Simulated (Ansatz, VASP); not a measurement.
Ag in VASP and in Ansatz

```
CELL_PARAMETERS angstrom
2.89040 0.00000 0.00000
-1.44520 2.50316 0.00000
0.00000 0.00000 4.72526
ATOMIC_POSITIONS crystal
Ag 0.33333 0.66667 0.25000
Ag 0.66667 0.33333 0.75000
```

Change from the starting cell: volume scaled by 0.96, PAW files.

Alike in both runs: task electric field gradients; functional LDA; k mesh 14 × 14 × 8; occupations fermi-dirac, width 0.05 eV; no spin polarisation.

```csv
,VASP,Ansatz
version,VASP 6.6.1,Ansatz 0.2.0
potentials or method,"VASP PAW LDA potentials, release 64 (Ag)","PAW with Ansatz's default frozen-core files, scalar-relativistic"
plane-wave cutoff (eV),520,420
valence electrons in the cell,22,38
```

|  | VASP | Ansatz | Ansatz less VASP |
| --- | --- | --- | --- |
| pressure (GPa) | -7.0 | -7.2 | -0.15 |
| traceless stress, the component that is largest in VASP (GPa) | -0.22 | -0.21 | +0.011 |
| size of Vzz on the site where it differs most (V/Å²) | 3.9 | 4.2 | +0.29 |

LDA's correlation is that of Perdew and Zunger in VASP and of Perdew and Wang (1992) in Ansatz. VASP's potentials hold 22 valence electrons a cell and Ansatz's 38, so a difference there can come from the potentials and not from the codes.
